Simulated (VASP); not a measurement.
A run of VASP 6.6.1:

Contents of INCAR:

```
ALGO = Normal
EDIFF = 1E-6
ENCUT = 520
ISIF = 2
ISMEAR = 0
LASPH = T
LCHARG = F
LREAL = F
LWAVE = F
NBANDS = 10
NELM = 100
PREC = Accurate
SIGMA = 0.15
```

KPOINTS

```
k-points
0
Gamma
  16 16 12
```

The input POSCAR:

```
MgSi
1.0
    2.9083940000      0.0000000000      0.0000000000
    0.0000000000      2.9083940000      0.0000000000
    0.0000000000      0.0000000000      4.1034270000
Mg Si
1 1
Direct
    0.0000000000      0.0000000000     -0.0639709199
    0.5000000000      0.5000000000      0.5000000000
```

Potentials or basis: VASP PAW LDA potentials, release 64 (Mg, Si).

The run is started by

```sh
$ cat potpaw_LDA.64/Mg/POTCAR potpaw_LDA.64/Si/POTCAR > POTCAR
$ mpirun -np 1 vasp_std > vasp.out
```

Hardware: 1 thread of Intel(R) Xeon(R) Platinum 8559C (Emerald Rapids), on a shared host.

Task: How long does it take, and how much memory?

Result: Wall time 30 s on 1 thread of Intel(R) Xeon(R) Platinum 8559C (Emerald Rapids), with other jobs on the host, peak memory 0.23 GiB. Counts: scf iterations 12, k points 315.
